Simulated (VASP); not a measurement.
Wanted: the native input for a VASP 6.6.1 run.

```
Task                   : single point
Functional             : PBE
Dispersion             : D3(BJ)
Potentials or basis    : VASP PAW PBE potentials, release 64 (W_sv, S)
Cutoff                 : 520 eV
k mesh                 : 12 × 12 × 6
Occupations            : gaussian, width 0.02 eV
Spin                   : no spin polarisation
Dipole correction      : no
Further INCAR settings : ALGO = Normal; EDIFF = 1e-06; NBANDS = 20
```

The structure of WS2 lies in POSCAR:

```
WS2
1.0
    2.8828765315      0.0000000000      0.0000000000
   -1.4414382657      2.4966443122      0.0000000000
    0.0000000000      0.0000000000      5.7794902462
W S
1 2
Direct
    0.3333333333      0.6666666667      0.0000000000
    0.6666666667      0.3333333333      0.7233285265
    0.6666666667      0.3333333333      0.2766714735
```

These files were run (other wordings do the same):

INCAR

```
  ALGO = Normal
  EDIFF = 1E-6
  ENCUT = 520
  GGA = PE
  ISIF = 2
  ISMEAR = 0
  IVDW = 12
  LASPH = T
  LCHARG = F
  LREAL = F
  LWAVE = F
  NBANDS = 20
  NELM = 60
  PREC = Accurate
  SIGMA = 0.02
```

KPOINTS

```
k-points
0
Gamma
  12 12 6
```

Potentials or basis: VASP PAW PBE potentials, release 64 (W_sv, S).

Run with:

```sh
$ cat potpaw_PBE.64/W_sv/POTCAR potpaw_PBE.64/S/POTCAR > POTCAR
$ mpirun -np 1 vasp_std > vasp.out
```

It gave:

```
Pressure                   : 50.1 GPa
Largest force              : 0.007 eV/Å
Dispersion energy per atom : -0.554 eV
```

Caveat: the cell stands under pressure.

Wall time 66 s on 1 thread of Intel Xeon 8259CL (shared host), peak memory 0.22 GiB.
